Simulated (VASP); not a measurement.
GaAs:

```
As Ga
1.0
     0.00000    2.82685    2.82685
     2.82685    0.00000    2.82685
     2.82685    2.82685    0.00000
As Ga
1 1
Direct
  0.75000 0.75000 0.75000
  0.00000 0.00000 0.00000
```

```yaml
Program: VASP 6.6.1
Task: relaxation of cell and atoms
Functional: PBE
Potentials_or_basis: VASP PAW PBE potentials, release 64 (As, Ga_d)
Cutoff: 750 eV
k_mesh: 9 × 9 × 9
Occupations: gaussian, width 0.03 eV
Spin: no spin polarisation
```

At the start: pressure 3.5 GPa; volume 22.59 Å³/atom.

Problem. How do energy, volume and symmetry change on relaxing?

Solution. Over 5 steps the energy falls by 12.2 meV/atom and the volume is 23.76 Å³/atom (+5.2 %); space group F-43m (No. 216, to 0.1 Å) before and after.

The path:
```tsv
step	energy change (eV)	largest force (eV/Å)	pressure (GPa)	volume (Å³)
1	0.0000	0.0000	3.47	45.18
2	-0.0209	0.0000	-1.07	48.46
3	-0.0242	0.0000	-0.01	47.53
4	-0.0243	0.0000	0.00	47.53
5	-0.0243	0.0000	0.00	47.53
```

Final structure:
```xyz
2
Lattice="0.0000 2.8750 2.8750 2.8750 0.0000 2.8750 2.8750 2.8750 0.0000" Properties=species:S:1:pos:R:3 pbc="T T T"
As    4.3126    4.3126    4.3126
Ga    0.0000    0.0000    0.0000
```
